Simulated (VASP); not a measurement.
# MgI2 in VASP: a series of runs, part 2 of 2

VASP 6.6.1. Earlier steps stand in the parts before.

### 3 Single point, PBE+D3(BJ)

INCAR reads:

```
  PREC = Accurate
  ENCUT = 520
  EDIFF = 1E-7
  ISMEAR = 0
  SIGMA = 0.02
  LREAL = F
  LASPH = T
  NELM = 80
  ALGO = Normal
  ISIF = 2
  LWAVE = F
  LCHARG = T
  LDIPOL = T
  IDIPOL = 3
  DIPOL = 0.5 0.5 0.271
  GGA = PE
  IVDW = 12
  LELF = T
  LVHAR = T
  LVACPOTAV = T
  NBANDS = 25
```

KPOINTS reads:

```
Automatic mesh
0
Gamma
  6 6 1
```

POSCAR reads:

```
MgI2
1.0
    4.1291190293     -0.0000002887      0.0000000000
   -2.0645592647      3.5759221190      0.0000000000
    0.0000000000      0.0000000000     44.2065080000
Mg I
2 4
Direct
    0.0000000000      0.0000000000      0.1937108333
    0.3333333333      0.6666666667      0.3491958333
    0.3333333333      0.6666666667      0.2316593333
    0.6666666667      0.3333333333      0.1556768333
    0.6666666667      0.3333333333      0.3872298333
    0.0000000000      0.0000000000      0.3112473333
```

Potentials or basis: VASP PAW PBE potentials, release 64 (Mg, I).

Started as:

```console
cat potpaw_PBE.64/Mg/POTCAR potpaw_PBE.64/I/POTCAR > POTCAR
mpirun -np 1 vasp_std > vasp.out
```

OUTCAR:

```text
PREC = Accurate
   ENCUT = 520
   EDIFF = 1E-7
   ISMEAR = 0
   LREAL = F
   LASPH = T
   NELM = 80
   ISIF = 2
   GGA = PE
   IVDW = 12
 IVDW          = 12

 ion  position               nearest neighbor table
   1  0.000  0.000  0.194-   3 2.92   3 2.92   3 2.92   4 2.92   4 2.92   4 2.92
   2  0.333  0.667  0.349-   6 2.92   6 2.92   6 2.92   5 2.92   5 2.92   5 2.92
   3  0.333  0.667  0.232-   1 2.92   1 2.92   1 2.92
   4  0.667  0.333  0.156-   1 2.92   1 2.92   1 2.92
   5  0.667  0.333  0.387-   2 2.92   2 2.92   2 2.92
   6  0.000  0.000  0.311-   2 2.92   2 2.92   2 2.92

  LATTYP: Found a hexagonal cell.
 ALAT       =     4.1291190293
 C/A-ratio  =    10.7060386698

  Lattice vectors:

 A1 = (   4.1291190293,  -0.0000002887,   0.0000000000)
 A2 = (  -2.0645592647,   3.5759221190,   0.0000000000)
 A3 = (   0.0000000000,   0.0000000000,  44.2065080000)

Analysis of symmetry for initial positions (statically):
=====================================================================
 Subroutine PRICEL returns:
 Original cell was already a primitive cell.

 Routine SETGRP: Setting up the symmetry group for a
 hexagonal supercell.

 Subroutine GETGRP returns: Found 12 space group operations
 (whereof  6 operations were pure point group operations)
 out of a pool of 24 trial point group operations.

The static configuration has the point symmetry C_3v.
 The point group associated with its full space group is D_3d.

Analysis of symmetry for dynamics (positions and initial velocities):
=====================================================================
 Subroutine PRICEL returns:
 Original cell was already a primitive cell.

 Routine SETGRP: Setting up the symmetry group for a
 hexagonal supercell.

 Subroutine GETGRP returns: Found 12 space group operations
 (whereof  6 operations were pure point group operations)
 out of a pool of 24 trial point group operations.

The dynamic configuration has the point symmetry C_3v.
 The point group associated with its full space group is D_3d.
[... 118 lines left out ...]
   LEPSILON=     F    determine dielectric tensor
   LRPA    =     F    only Hartree local field effects (RPA)
 non-spin polarized calculation
 Gauss-broadening in eV      SIGMA  =   0.02
  energy-cutoff  :      520.00
  volume of cell :      652.73
 maximum number of plane-waves:     17727
 NGX is ok and might be reduce to    32
   NGX = 15   NGY = 15   NGZ =165

 dipolmoment           0.000000      0.000000      0.000003 electrons x Angstroem

 number of electron      32.0000001 magnetization

 dipolmoment           0.000000      0.000000     -0.000001 electrons x Angstroem

 Free energy of the ion-electron system (eV)
  ---------------------------------------------------
  ext. energy  EPLUGINS =         0.00000000
  ---------------------------------------------------
  free energy    TOTEN  =       -15.40569578 eV

  energy without entropy =      -15.40569578  energy(sigma->0) =      -15.40569578

 E-fermi :  -3.4827     XC(G=0):  -2.7829

 val. band max:       -3.6277789032   @ k =   0.0000   0.0000   0.0000
 cond. band min:      -0.1895947812   @ k =   0.5000   0.0000   0.0000
 fundamental gap:      3.4381841221
 Fermi energy:        -3.4826528081

 k-point     1 :       0.0000    0.0000    0.0000
  band No.  band energies     occupation
      1     -15.6404      2.00000
      2     -15.5528      2.00000
      3     -15.1107      2.00000
      4     -15.0118      2.00000
      5      -6.9832      2.00000
      6      -6.5441      2.00000
[... 185 lines left out ...]
     24       4.3633      0.00000
     25       4.5175      0.00000

------------------------ aborting loop because EDIFF is reached ----------------------------------------

 vacuum level on the upper side and lower side of the slab       (xc-potential included)        -0.071        -0.072

 Edisp (eV)   -1.63669

 E8    (eV) :    -0.7536

  FORCE on cell =-STRESS in cart. coord.  units (eV):
  Direction    XX          YY          ZZ          XY          YZ          ZX
  --------------------------------------------------------------------------------------
  -------------------------------------------------------------------------------------
  Total      -0.08244    -0.08244    -0.07273     0.00000    -0.00000    -0.00000
  in kB      -0.20236    -0.20236    -0.17853     0.00000    -0.00000    -0.00000
  external pressure =       -0.19 kB  Pullay stress =        0.00 kB

 VOLUME and BASIS-vectors are now :
 -----------------------------------------------------------------------------
  energy-cutoff  :      520.00
  volume of cell :      652.73
      direct lattice vectors                 reciprocal lattice vectors
     4.129119029 -0.000000289  0.000000000     0.242182420  0.139824063  0.000000000
    -2.064559265  3.575922119  0.000000000     0.000000020  0.279648160  0.000000000
     0.000000000  0.000000000 44.206508000     0.000000000  0.000000000  0.022621104

 POSITION                                       TOTAL-FORCE (eV/Angst)
 -----------------------------------------------------------------------------------
      0.00000      0.00000      8.56328        -0.000000      0.000000     -0.001862
      0.00000      2.38395     15.43673         0.000000     -0.000000      0.001862
      0.00000      2.38395     10.24085         0.000000     -0.000000     -0.007706
      2.06456      1.19197      6.88193        -0.000000      0.000000      0.010626
      2.06456      1.19197     17.11808         0.000000     -0.000000     -0.010626
      0.00000      0.00000     13.75916        -0.000000      0.000000      0.007706
 -----------------------------------------------------------------------------------
    total drift:                               -0.000000      0.000000     -0.000020

  FREE ENERGIE OF THE ION-ELECTRON SYSTEM (eV)
  ---------------------------------------------------
  free  energy   TOTEN  =       -17.0423881983 eV

  energy  without entropy=      -17.0423881983  energy(sigma->0) =      -17.04238820

 vacuum level on the upper side and lower side of the slab         2.698         2.698
```

OSZICAR:

```text
N       E                     dE             d eps       ncg     rms          rms(c)
DAV:   1     0.237892323382E+03    0.23789E+03   -0.87690E+03   350   0.861E+02
DAV:   2     0.222104598405E+02   -0.21568E+03   -0.20283E+03   557   0.147E+02
DAV:   3    -0.141684596654E+02   -0.36379E+02   -0.36134E+02   467   0.662E+01
[... 18 lines left out ...]
DAV:  22    -0.154056950077E+02   -0.10134E-05   -0.12119E-09   313   0.272E-04    0.445E-04
DAV:  23    -0.154056954596E+02   -0.45192E-06    0.25696E-09   321   0.206E-04    0.218E-04
DAV:  24    -0.154056956207E+02   -0.16110E-06    0.67021E-09   313   0.108E-04    0.978E-05
DAV:  25    -0.154056957301E+02   -0.10940E-06    0.68019E-09   320   0.733E-05    0.239E-05
DAV:  26    -0.154056957786E+02   -0.48549E-07    0.71621E-09   296   0.465E-05
   1 F= -.17042388E+02 E0= -.17042388E+02  d E =-.850836E-26
```

stdout:

```text
POSCAR found type information on POSCAR MgI
 POSCAR found :  2 types and       6 ions
 scaLAPACK will be used
 LDA part: xc-table for (Slater+PW92), standard interpolation
 POSCAR, INCAR and KPOINTS ok, starting setup
 FFT: planning ... GRIDC
 FFT: planning ... GRID_SOFT
 FFT: planning ... GRID
 WAVECAR not read
 entering main loop
```

Run time: 2 min. Hardware: 1 thread of AMD EPYC 9R45 (Zen 5), shared host; peak memory 0.69 GiB.

Results:

* Free energy: -17.0424 eV
* Largest force: 0.011 eV/Å
* Band gap on the k mesh: 3.44 eV, indirect (least direct gap 3.88 eV)
* Dispersion energy per atom: -0.273 eV
* Ionisation potential of the upper face: 6.33 eV

Forces on the atoms (eV/Å):
```
Mg   0.000  0.000 -0.002
Mg   0.000  0.000  0.002
I    0.000  0.000 -0.008
I    0.000  0.000  0.011
I    0.000  0.000 -0.011
I    0.000  0.000  0.008
```

Caveat: spin-orbit coupling is left out, which moves the levels of the heavy elements.

### 4 Single point, PBE+D3(BJ)

INCAR reads:

```
SYSTEM = MgI2
ALGO = Normal
DIPOL = 0.5 0.5 0.271
EDIFF = 1E-6
ENCUT = 520
GGA = PE
IDIPOL = 3
ISIF = 2
ISMEAR = 0
IVDW = 12
LASPH = .True.
LCHARG = .False.
LDIPOL = .True.
LREAL = .False.
LWAVE = .False.
NBANDS = 25
NELM = 80
PREC = Accurate
SIGMA = 0.02
```

KPOINTS reads:

```
k-points
0
Gamma
  6 6 1
  0 0 0
```

POSCAR reads:

```
MgI2
1.0
    4.1291190000      0.0000000000      0.0000000000
   -2.0645590000      3.5759220000      0.0000000000
    0.0000000000      0.0000000000     44.2065080000
Mg I
2 4
Direct
    0.0000000000      0.0000000000      0.1937110000
    0.3333330000      0.6666670000      0.3491960000
    0.3333330000      0.6666670000      0.2316590000
    0.6666670000      0.3333330000      0.1556770000
    0.6666670000      0.3333330000      0.3872300000
    0.0000000000      0.0000000000      0.3112470000
```

Potentials or basis: VASP PAW PBE potentials, release 64 (Mg, I).

Started as:

```console
cat potpaw_PBE.64/Mg/POTCAR potpaw_PBE.64/I/POTCAR > POTCAR
mpirun -np 1 vasp_std > vasp.out
```

OUTCAR:

```text
SYSTEM = MgI2
   EDIFF = 1E-6
   ENCUT = 520
   GGA = PE
   ISIF = 2
   ISMEAR = 0
   IVDW = 12
   LASPH = .True.
   LREAL = .False.
   NELM = 80
   PREC = Accurate
 IVDW          = 12

 ion  position               nearest neighbor table
   1  0.000  0.000  0.194-   3 2.92   3 2.92   3 2.92   4 2.92   4 2.92   4 2.92
   2  0.333  0.667  0.349-   6 2.92   6 2.92   6 2.92   5 2.92   5 2.92   5 2.92
   3  0.333  0.667  0.232-   1 2.92   1 2.92   1 2.92
   4  0.667  0.333  0.156-   1 2.92   1 2.92   1 2.92
   5  0.667  0.333  0.387-   2 2.92   2 2.92   2 2.92
   6  0.000  0.000  0.311-   2 2.92   2 2.92   2 2.92

  LATTYP: Found a hexagonal cell.
 ALAT       =     4.1291190000
 C/A-ratio  =    10.7060387458

  Lattice vectors:

 A1 = (   4.1291190000,   0.0000000000,   0.0000000000)
 A2 = (  -2.0645590000,   3.5759220000,   0.0000000000)
 A3 = (   0.0000000000,   0.0000000000,  44.2065080000)

Analysis of symmetry for initial positions (statically):
=====================================================================
 Subroutine PRICEL returns:
 Original cell was already a primitive cell.

 Routine SETGRP: Setting up the symmetry group for a
 hexagonal supercell.

 Subroutine GETGRP returns: Found 12 space group operations
 (whereof  6 operations were pure point group operations)
 out of a pool of 24 trial point group operations.

The static configuration has the point symmetry C_3v.
 The point group associated with its full space group is D_3d.

Analysis of symmetry for dynamics (positions and initial velocities):
=====================================================================
 Subroutine PRICEL returns:
 Original cell was already a primitive cell.

 Routine SETGRP: Setting up the symmetry group for a
 hexagonal supercell.

 Subroutine GETGRP returns: Found 12 space group operations
 (whereof  6 operations were pure point group operations)
 out of a pool of 24 trial point group operations.

The dynamic configuration has the point symmetry C_3v.
 The point group associated with its full space group is D_3d.

[... 117 lines left out ...]
   LEPSILON=     F    determine dielectric tensor
   LRPA    =     F    only Hartree local field effects (RPA)
 non-spin polarized calculation
 Gauss-broadening in eV      SIGMA  =   0.02
  energy-cutoff  :      520.00
  volume of cell :      652.73
 maximum number of plane-waves:     17727
 NGX is ok and might be reduce to    32
   NGX = 15   NGY = 15   NGZ =165

 dipolmoment           0.000000      0.000000     -0.000002 electrons x Angstroem

 number of electron      32.0000001 magnetization

 dipolmoment           0.000000      0.000000      0.000381 electrons x Angstroem

 Free energy of the ion-electron system (eV)
  ---------------------------------------------------
  ext. energy  EPLUGINS =         0.00000000
  ---------------------------------------------------
  free energy    TOTEN  =       -15.40569498 eV

  energy without entropy =      -15.40569498  energy(sigma->0) =      -15.40569498

 E-fermi :  -3.4823     XC(G=0):  -2.7924

 val. band max:       -3.6277301280   @ k =   0.0000   0.0000   0.0000
 cond. band min:      -0.1896227749   @ k =   0.5000   0.0000   0.0000
 fundamental gap:      3.4381073532
 Fermi energy:        -3.4822607262

 k-point     1 :       0.0000    0.0000    0.0000
  band No.  band energies     occupation
      1     -15.6404      2.00000
      2     -15.5528      2.00000
      3     -15.1107      2.00000
      4     -15.0118      2.00000
      5      -6.9833      2.00000
      6      -6.5441      2.00000
[... 185 lines left out ...]
     24       4.3652      0.00000
     25       4.5182      0.00000

------------------------ aborting loop because EDIFF is reached ----------------------------------------

 vacuum level on the upper side and lower side of the slab       (xc-potential included)        -0.093        -0.098

 Edisp (eV)   -1.63669

 E8    (eV) :    -0.7536

  FORCE on cell =-STRESS in cart. coord.  units (eV):
  Direction    XX          YY          ZZ          XY          YZ          ZX
  --------------------------------------------------------------------------------------
  -------------------------------------------------------------------------------------
  Total      -0.08249    -0.08249    -0.07273    -0.00000    -0.00000     0.00000
  in kB      -0.20247    -0.20247    -0.17852    -0.00000    -0.00000     0.00000
  external pressure =       -0.19 kB  Pullay stress =        0.00 kB

 VOLUME and BASIS-vectors are now :
 -----------------------------------------------------------------------------
  energy-cutoff  :      520.00
  volume of cell :      652.73
      direct lattice vectors                 reciprocal lattice vectors
     4.129119000  0.000000000  0.000000000     0.242182412  0.139824045  0.000000000
    -2.064559000  3.575922000  0.000000000     0.000000000  0.279648158  0.000000000
     0.000000000  0.000000000 44.206508000     0.000000000  0.000000000  0.022621104

 POSITION                                       TOTAL-FORCE (eV/Angst)
 -----------------------------------------------------------------------------------
      0.00000      0.00000      8.56329         0.000000     -0.000000     -0.001863
     -0.00000      2.38395     15.43674         0.000000      0.000000      0.001863
     -0.00000      2.38395     10.24084        -0.000000      0.000000     -0.007706
      2.06456      1.19197      6.88194        -0.000000      0.000000      0.010629
      2.06456      1.19197     17.11809         0.000000     -0.000000     -0.010629
      0.00000      0.00000     13.75914         0.000000     -0.000000      0.007706
 -----------------------------------------------------------------------------------
    total drift:                               -0.001172      0.000677      0.035143

  FREE ENERGIE OF THE ION-ELECTRON SYSTEM (eV)
  ---------------------------------------------------
  free  energy   TOTEN  =       -17.0423873968 eV

  energy  without entropy=      -17.0423873968  energy(sigma->0) =      -17.04238740

 vacuum level on the upper side and lower side of the slab         2.615         2.610
```

Wall time 1.7 min (1 thread of AMD EPYC 9R45 (Zen 5), shared host); peak memory 0.68 GiB.

What came out:

```
Free energy                : -17.0424 eV
Largest force              : 0.011 eV/Å
Band gap on the k mesh     : 3.44 eV, indirect (least direct gap 3.88 eV)
Dispersion energy per atom : -0.273 eV
```

Forces in eV/Å, atoms in the order of the input:
```
Mg   0.000  0.000 -0.002
Mg   0.000  0.000  0.002
I    0.000  0.000 -0.008
I    0.000  0.000  0.011
I    0.000  0.000 -0.011
I    0.000  0.000  0.008
```

Levels at points of the mesh, in eV from the valence-band top:
```csv
k point,band 13,band 14,band 15,band 16,band 17,band 18,band 19,band 20
"(0.00, 0.00, 0.00)",-0.06,-0.06,0.00,0.00,3.94,4.42,4.87,4.95
"(0.50, 0.00, 0.00)",-0.99,-0.58,-0.56,-0.45,3.44,3.74,5.25,5.31
```

Caveat: spin-orbit coupling is left out, which moves the levels of the heavy elements.
